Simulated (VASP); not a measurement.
Set up this calculation in VASP 6.6.1, as the native input.

```yaml
Task: single point
Functional: r2SCAN
Potentials_or_basis: VASP PAW PBE potentials, release 64 (Al, Co)
Cutoff: 520 eV
k_mesh: 8 × 8 × 4
Occupations: gaussian, width 0.1 eV
Spin: no spin polarisation
Dipole_correction: no
Further_INCAR_settings: ALGO = Normal; EDIFF = 1e-06; NBANDS = 32
```

Crystal: Al4Co.

```xyz
10
Lattice="4.1693 0.0000 0.0000 0.0000 4.1693 0.0000 0.0000 0.0000 8.9820" Properties=species:S:1:pos:R:3 pbc="T T T"
Al    0.0000    0.0000    0.0000
Al    2.0846    2.0846    0.0000
Al    0.0000    2.0846    4.3539
Al    2.0846    0.0000    4.6281
Al    0.0000    0.0000    2.6400
Al    2.0846    2.0846    2.6400
Al    2.0846    2.0846    6.3420
Al    0.0000    0.0000    6.3420
Co    0.0000    2.0846    1.5781
Co    2.0846    0.0000    7.4039
```

One way to write it, as run:

POSCAR

```
Al4Co
1.0
    4.1692517014      0.0000000000      0.0000000000
    0.0000000000      4.1692517014      0.0000000000
    0.0000000000      0.0000000000      8.9820333327
Al Co
8 2
Direct
    0.0000000000      0.0000000000      0.0000000000
    0.5000000000      0.5000000000      0.0000000000
    0.0000000000      0.5000000000      0.4847329479
    0.5000000000      0.0000000000      0.5152670521
    0.0000000000      0.0000000000      0.2939222802
    0.5000000000      0.5000000000      0.2939222802
    0.5000000000      0.5000000000      0.7060777198
    0.0000000000      0.0000000000      0.7060777198
    0.0000000000      0.5000000000      0.1756996739
    0.5000000000      0.0000000000      0.8243003261
```

INCAR.step1

```
  ALGO = Normal
  EDIFF = 1E-4
  ENCUT = 520
  GGA = PE
  ISMEAR = 0
  LASPH = True
  LCHARG = False
  LREAL = False
  LWAVE = True
  NBANDS = 32
  NELM = 60
  PREC = Accurate
  SIGMA = 0.1
```

INCAR.step2

```
  ALGO = Normal
  EDIFF = 1E-6
  ENCUT = 520
  ISIF = 2
  ISMEAR = 0
  ISTART = 1
  LASPH = True
  LCHARG = False
  LMIXTAU = True
  LREAL = False
  LWAVE = False
  METAGGA = R2SCAN
  NBANDS = 32
  NELM = 60
  PREC = Accurate
  SIGMA = 0.1
```

KPOINTS

```
k-points
0
Gamma
  8 8 4
```

Potentials or basis: VASP PAW PBE potentials, release 64 (Al, Co).

Run with:

```sh
$ cat potpaw_PBE.64/Al/POTCAR potpaw_PBE.64/Co/POTCAR > POTCAR
$ cp INCAR.step1 INCAR
$ mpirun -np 1 vasp_std > vasp.out
$ cp INCAR.step2 INCAR
$ mpirun -np 1 vasp_std > vasp.out
```

Results of the run:

The pressure is -3.2 GPa, the largest force is 0.139 eV/Å and the band gap on the k mesh is zero (bands 21 and 22 overlap by 2.21 eV).

Caveat: the cell stands under tension; the PAW data sets were made with another functional, which shifts forces and pressure a little; the run has no spin polarisation, though such a crystal can be magnetic.

Wall time 18 min on 1 thread of Intel Xeon 8259CL (shared host), peak memory 0.39 GiB.
